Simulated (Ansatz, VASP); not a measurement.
Two plane-wave programs on W3N2

```
W N
1.0
     1.40500    0.81117    8.39892
    -1.40500    0.81117    8.39892
     0.00000   -1.62235    8.39892
W N
3 2
Direct
  0.00000 0.00000 0.00000
  0.21568 0.21568 0.21568
  0.78432 0.78432 0.78432
  0.39336 0.39336 0.39336
  0.60664 0.60664 0.60664
```

Alike in both runs: functional PBE; k mesh 6 × 6 × 6; occupations gaussian, width 0.1 eV; no spin polarisation.

Ansatz relaxed the structure, and its values are those at the end. VASP's run is a single point on that final structure, the one shown.

|  | VASP | Ansatz |
| --- | --- | --- |
| version | VASP 6.6.1 | Ansatz 0.2.0 |
| potentials or method | VASP PAW PBE potentials, release 64 (W_sv, N), cutoff 520 eV | scalar-relativistic, plane waves, PAW |
| valence electrons in the cell | 52 | 52 |

|  | VASP | Ansatz | Ansatz less VASP |
| --- | --- | --- | --- |
| gap on the k mesh at the Fermi level (eV) | none | none | - |
| pressure (GPa) | 1.4 | 0.1 | -1.31 |
| rms of the force components (eV/Å) | 0.027 | 0.003 | -0.0238 |

A gap of «none» marks a metal or a gap that the smearing closes.

The k mesh is coarse, so the values compare programs but aren't converged. Neither program's run includes spin-orbit coupling.
